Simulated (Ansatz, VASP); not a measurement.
**Os: VASP beside Ansatz**

```
CELL_PARAMETERS angstrom
0.00000 1.88665 1.94500
1.88665 0.00000 1.94500
1.88665 1.88665 0.00000
ATOMIC_POSITIONS crystal
Os 0.00000 0.00000 0.00000
```

Change from the starting cell: equal xx and yy strain of -3 %, crystal datasets.

Alike in both runs: task electric field gradients; functional PBE; k mesh 14 × 14 × 14; occupations fermi-dirac, width 0.05 eV; no spin polarisation.

|  | VASP | Ansatz |
| --- | --- | --- |
| version | VASP 6.6.1 | Ansatz 0.2.0 |
| potentials or method | VASP PAW PBE potentials, release 64 (Os), cutoff 520 eV | all-electron PAW with datasets made for the crystal, scalar-relativistic |

|  | VASP | Ansatz | Ansatz less VASP |
| --- | --- | --- | --- |
| pressure (GPa) | 15.3 | 15.1 | -0.23 |
| traceless stress, the component that is largest in VASP (GPa) | -6.89 | -6.92 | -0.022 |
| size of Vzz on the site where it differs most (V/Å²) | 8.8 | 2.9 | -5.88 |

Ansatz ran all-electron here, and VASP with PAW potentials.

Neither program's run includes spin-orbit coupling.
